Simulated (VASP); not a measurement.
# Lu (Fm-3m) in VASP: notebook

Lu is run at these levels: PBEsol; tasks: single point.

Program: VASP 6.6.1. These are calculated values, not measurements. Logs are shortened: lines on timing, memory, paths and dates and some standing lists are left out, and cuts for length are marked.

### 1 The cell of the first run

The structure is cubic, space group Fm-3m (No. 225). Conventional cell: a = 4.777 Å, b = 4.777 Å, c = 4.777 Å, α = 90.00°, β = 90.00°, γ = 90.00°. Lu (site symmetry m-3m) has 12 Lu at 3.38 Å within 4.4 Å.

This isn't the form of Lu at room conditions, which is hcp.

### 2 Single point, PBEsol

INCAR

```
PREC = Accurate
ENCUT = 520
EDIFF = 1E-6
ISMEAR = -1
SIGMA = 0.1
LREAL = False
LASPH = True
NELM = 80
ALGO = Normal
ISIF = 2
LWAVE = False
LCHARG = False
GGA = PS
NBANDS = 18
```

KPOINTS

```
Automatic mesh
0
Gamma
  11 11 11
```

POSCAR

```
Lu
1.0
    0.0000000000      2.3887470580      2.3887470580
    2.3887470580      0.0000000000      2.3887470580
    2.3887470580      2.3887470580      0.0000000000
Lu
1
Direct
    0.0000000000      0.0000000000      0.0000000000
```

Potentials or basis: VASP PAW PBE potentials, release 64 (Lu).

Command:

```console
$ cat potpaw_PBE.64/Lu/POTCAR > POTCAR
$ mpirun -np 1 vasp_std > vasp.out
```

OUTCAR:

```text
PREC = Accurate
   ENCUT = 520
   EDIFF = 1E-6
   ISMEAR = -1
   LREAL = False
   LASPH = True
   NELM = 80
   ISIF = 2
   GGA = PS

 ion  position               nearest neighbor table
   1  0.000  0.000  0.000-

  LATTYP: Found a face centered cubic cell.
 ALAT       =     4.7774941160

  Lattice vectors:

 A1 = (   0.0000000000,   2.3887470580,   2.3887470580)
 A2 = (   2.3887470580,   0.0000000000,   2.3887470580)
 A3 = (   2.3887470580,   2.3887470580,   0.0000000000)

Analysis of symmetry for initial positions (statically):
=====================================================================
 Subroutine PRICEL returns:
 Original cell was already a primitive cell.

 Routine SETGRP: Setting up the symmetry group for a
 face centered cubic supercell.

 Subroutine GETGRP returns: Found 48 space group operations
 (whereof 48 operations were pure point group operations)
 out of a pool of 48 trial point group operations.

The static configuration has the point symmetry O_h .

Analysis of symmetry for dynamics (positions and initial velocities):
=====================================================================
 Subroutine PRICEL returns:
 Original cell was already a primitive cell.

 Routine SETGRP: Setting up the symmetry group for a
 face centered cubic supercell.

 Subroutine GETGRP returns: Found 48 space group operations
 (whereof 48 operations were pure point group operations)
 out of a pool of 48 trial point group operations.

The dynamic configuration has the point symmetry O_h .

 Subroutine INISYM returns: Found 48 space group operations
 (whereof 48 operations are pure point group operations),
 and found     1 'primitive' translations

----------------------------------------------------------------------------------------

                                     Primitive cell

  volume of cell :      27.2609

  direct lattice vectors                    reciprocal lattice vectors
     0.000000000  2.388747058  2.388747058    -0.209314753  0.209314753  0.209314753
     2.388747058  0.000000000  2.388747058     0.209314753 -0.209314753  0.209314753
     2.388747058  2.388747058  0.000000000     0.209314753  0.209314753 -0.209314753

  length of vectors
     3.378198487  3.378198487  3.378198487     0.362543787  0.362543787  0.362543787

  position of ions in fractional coordinates (direct lattice)
[... 66 lines left out ...]
   NGXF,Y,Z  is equivalent  to a cutoff of  27.56, 27.56, 27.56 a.u.
 SYSTEM =  unknown system
   PREC   = accura    normal or accurate (medium, high low for compatibility)
   ISTART =      0    job   : 0-new  1-cont  2-samecut
   ICHARG =      2    charge: 1-file 2-atom 10-const
   ISPIN  =      1    spin polarized calculation?
   LNONCOLLINEAR =      F non collinear calculations
   LSORBIT =      F    spin-orbit coupling
   LASPH  =      T    aspherical Exc in radial PAW
   ENCUT  =  520.0 eV  38.22 Ry    6.18 a.u.   6.28  6.28  6.28*2*pi/ulx,y,z
   NELM   =     80;   NELMIN=  2; NELMDL= -5     # of ELM steps
   EDIFF  = 0.1E-05   stopping-criterion for ELM
   LREAL  =      F    real-space projection
   EDIFFG = 0.1E-04   stopping-criterion for IOM
   NSW    =      0    number of steps for IOM
   IBRION =     -1    ionic relax: 0-MD 1-quasi-New 2-CG
   NFREE  =      0    steps in history (QN), initial steepest desc. (CG)
   ISIF   =      2    stress and relaxation
   ISYM   =      2    0-nonsym 1-usesym 2-fastsym
   POTIM  = 0.5000    time-step for ionic-motion
   TEBEG  =    0.0;   TEEND  =   0.0 temperature during run
   PSTRESS=    0.0 pullay stress
   NELECT =      25.0000    total number of electrons
   NUPDOWN=      -1.0000    fix difference up-down
   EMIN   =  10.00;   EMAX   =-10.00  energy-range for DOS
   EFERMI =   0.00;   METHOD = LEGACY
   ISMEAR =    -1;   SIGMA  =   0.10  broadening in eV -4-tet -1-fermi 0-gaus
   EFERMI_NEDOS =   21; number of points for ismear=-14 and -15
   IALGO  =     38    algorithm
   IMIX   =      4    mixing-type and parameters
     AMIX     =   0.40;   BMIX     =  1.00
     AMIX_MAG =   1.60;   BMIX_MAG =  1.00
  volume/ion in A,a.u.               =      27.26       183.97
  Fermi-wavevector in a.u.,A,eV,Ry     =   1.590528  3.005662 34.419740  2.529780
  Thomas-Fermi vector in A             =   2.689209
   LORBIT       =      0    0 simple, 1 ext, 2 COOP (PROOUT), +10 PAW based schemes
   GGA     = PS    functional components
   LHFCALC =     F    Hartree Fock is set to
   AEXX    =    0.0000 exact exchange contribution
   IVDW    =     0    specifies the selected vdW correction
   LEPSILON=     F    determine dielectric tensor
   LRPA    =     F    only Hartree local field effects (RPA)
 non-spin polarized calculation
  energy-cutoff  :      520.00
  volume of cell :       27.26
 maximum number of plane-waves:       751
 NGX is ok and might be reduce to    28
   NGX = 13   NGY = 13   NGZ = 13

 number of electron      24.9999999 magnetization

 Free energy of the ion-electron system (eV)
  ---------------------------------------------------
  ext. energy  EPLUGINS =         0.00000000
  ---------------------------------------------------
  free energy    TOTEN  =        -4.93827746 eV

  energy without entropy =       -4.89344387  energy(sigma->0) =       -4.91586066

 E-fermi :   2.3949     XC(G=0): -11.0979

 val. band max:        2.3628040947   @ k =   0.4545   0.1818   0.0000
 cond. band min:       2.4674915467   @ k =  -0.4545   0.1818   0.0909
 fundamental gap:      0.1046874520
 Fermi energy:         2.3949101452

 k-point     1 :       0.0000    0.0000    0.0000
  band No.  band energies     occupation
      1     -53.6734      2.00000
      2     -24.0460      2.00000
      3     -24.0460      2.00000
      4     -24.0460      2.00000
      5      -3.8605      2.00000
      6      -2.5133      2.00000
[... 481 lines left out ...]
      5      -2.4691      2.00000
      6      -2.4638      2.00000
[... 10 lines left out ...]
     17       8.5460      0.00000
     18      13.7421      0.00000

 [... further k-points ...]
[... 5 lines left out ...]
  --------------------------------------------------------------------------------------
  -------------------------------------------------------------------------------------
  Total        0.0289960      0.0289960      0.0289960      0.0000000      0.0000000      0.0000000
  in kB        1.7041535      1.7041535      1.7041535      0.0000000      0.0000000      0.0000000
  external PRESSURE =       1.7041535 kB  Pullay stress =       0.0000000 kB

 VOLUME and BASIS-vectors are now :
 -----------------------------------------------------------------------------
  energy-cutoff  :      520.00
  volume of cell :       27.26
      direct lattice vectors                 reciprocal lattice vectors
     0.000000000  2.388747058  2.388747058    -0.209314753  0.209314753  0.209314753
     2.388747058  0.000000000  2.388747058     0.209314753 -0.209314753  0.209314753
     2.388747058  2.388747058  0.000000000     0.209314753  0.209314753 -0.209314753

 POSITION                                       TOTAL-FORCE (eV/Angst)
 -----------------------------------------------------------------------------------
      0.00000      0.00000      0.00000         0.000000      0.000000      0.000000
 -----------------------------------------------------------------------------------
    total drift:                               -0.000000     -0.000000     -0.000000

  FREE ENERGIE OF THE ION-ELECTRON SYSTEM (eV)
  ---------------------------------------------------
  free  energy   TOTEN  =        -4.9382774578 eV

  energy  without entropy=       -4.8934438709  energy(sigma->0) =       -4.91586066
```

OSZICAR:

```text
N       E                     dE             d eps       ncg     rms          rms(c)
DAV:   1     0.766851063398E+02    0.76685E+02   -0.10149E+04  2518   0.459E+03
DAV:   2     0.639700897615E+00   -0.76045E+02   -0.74416E+02  2086   0.347E+02
DAV:   3    -0.484703358387E+01   -0.54867E+01   -0.54404E+01  2282   0.715E+01
DAV:   4    -0.503860531312E+01   -0.19157E+00   -0.19080E+00  2776   0.110E+01
DAV:   5    -0.504306272312E+01   -0.44574E-02   -0.44554E-02  2376   0.142E+00    0.338E+00
DAV:   6    -0.495536570640E+01    0.87697E-01   -0.28330E-01  3380   0.948E+00    0.145E+00
DAV:   7    -0.493993000081E+01    0.15436E-01   -0.27808E-02  2628   0.134E+00    0.370E-01
DAV:   8    -0.493814902642E+01    0.17810E-02   -0.60071E-03  3174   0.646E-01    0.993E-02
DAV:   9    -0.493828777759E+01   -0.13875E-03   -0.64174E-04  2364   0.334E-01    0.885E-02
DAV:  10    -0.493827751284E+01    0.10265E-04   -0.11340E-04  2698   0.125E-01    0.505E-03
DAV:  11    -0.493827745783E+01    0.55011E-07   -0.21746E-06  2142   0.131E-02
   1 F= -.49382775E+01 E0= -.49158607E+01  d E =-.448336E-01
```

It took 22 s on 1 thread of Intel Xeon Platinum 8375C at 2.90GHz (Ice Lake), shared host; peak memory 0.18 GiB.

Results:

| Property | Result |
| --- | --- |
| Free energy | -4.9383 eV |
| Pressure | 0.2 GPa |
| Band gap on the k mesh | zero (an odd number of electrons rules out a gap without spin polarisation) |

Caveat: the PAW data sets were made with another functional, which shifts forces and pressure a little; spin-orbit coupling is left out, which moves the levels of the heavy elements.

### 3 Single point, PBEsol (23.99 Å³/atom)

This run uses another cell than the first one, of 23.99 Å³/atom.

INCAR

```
  PREC = Accurate
  ENCUT = 520
  EDIFF = 1E-6
  ISMEAR = -1
  SIGMA = 0.1
  LREAL = False
  LASPH = True
  NELM = 60
  ALGO = Normal
  ISIF = 2
  LWAVE = False
  LCHARG = False
  GGA = PS
  NBANDS = 18
```

KPOINTS

```
regular mesh
0
Gamma
  13 13 13
```

POSCAR

```
Lu
1.0
    0.0000000000      2.2890980174      2.2890980174
    2.2890980174      0.0000000000      2.2890980174
    2.2890980174      2.2890980174      0.0000000000
Lu
1
Direct
    0.0000000000      0.0000000000      0.0000000000
```

Potentials or basis: VASP PAW PBE potentials, release 64 (Lu).

Command:

```console
$ cat potpaw_PBE.64/Lu/POTCAR > POTCAR
$ mpirun -np 1 vasp_std > vasp.out
```

Wall time 15 s (1 thread of Intel Xeon Platinum 8375C at 2.90GHz (Ice Lake), shared host); peak memory 0.17 GiB.

Results (log left out):

```yaml
Free_energy: -4.8634 eV
Pressure: 7.6 GPa
Band_gap_on_the_k_mesh: zero (an odd number of electrons rules out a gap without spin polarisation)
```

Levels at points of the mesh, in eV from the Fermi level:
```tsv
k point	band 8	band 9	band 10	band 11	band 12	band 13	band 14	band 15	band 16	band 17
(0.00, 0.00, 0.00)	-4.68	-4.68	-4.55	-4.55	-4.55	2.41	2.41	2.41	5.38	5.38
```

Caveat: the cell stands under pressure; the PAW data sets were made with another functional, which shifts forces and pressure a little; spin-orbit coupling is left out, which moves the levels of the heavy elements.

(Part 1 of 2 ends here.)
